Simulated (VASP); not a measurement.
Runs of VASP 6.6.1 on CdSe (rocksalt type). The structure is that of space group Fm-3m (No. 225), or close to it. The cells are those of the table. 

| task | cell | gap on the mesh (eV) | pressure (GPa) |
| --- | --- | --- | --- |
| single point | a = 3.515 Å, angles 60.0°, 2 atoms | none | 74.8 |
| single point | a = 2.990 Å, angles 60.0°, 2 atoms | none | 504.8 |
| single point | a = 3.989 Å, angles 60.0°, 2 atoms | none | 3.9 |
| single point | a = 3.687 Å, angles 60.0°, 2 atoms | none | 35.6 |
| single point | a = 3.110 Å, angles 60.0°, 2 atoms | none | (a) |
| relaxation of cell and atoms | relaxed from a = 3.803 Å, angles 60.0°, 2 atoms | none | 0.0 |
| single point | a = 3.844 Å, angles 60.0°, 2 atoms | none | (b) |
| single point | a = 4.058 Å, angles 60.0°, 2 atoms | none | 0.3 |

Alike in all rows: level PBE; potentials or basis VASP PAW PBE potentials, release 64 (Cd, Se); no spin polarisation; k mesh 14 × 14 × 14; smearing fermi-dirac 0.08 eV.

Fill in the values left out.

(a) 332.6; (b) 15.1.

Caveats: the cell stands under pressure (at least some runs); semilocal functionals underestimate gaps, so a narrow gap can read as zero (at least some runs).

A k mesh can miss the band edges, and the runs leave out spin-orbit coupling on Cd, Se.

A gap of «none» marks levels without a gap at the run's occupations.
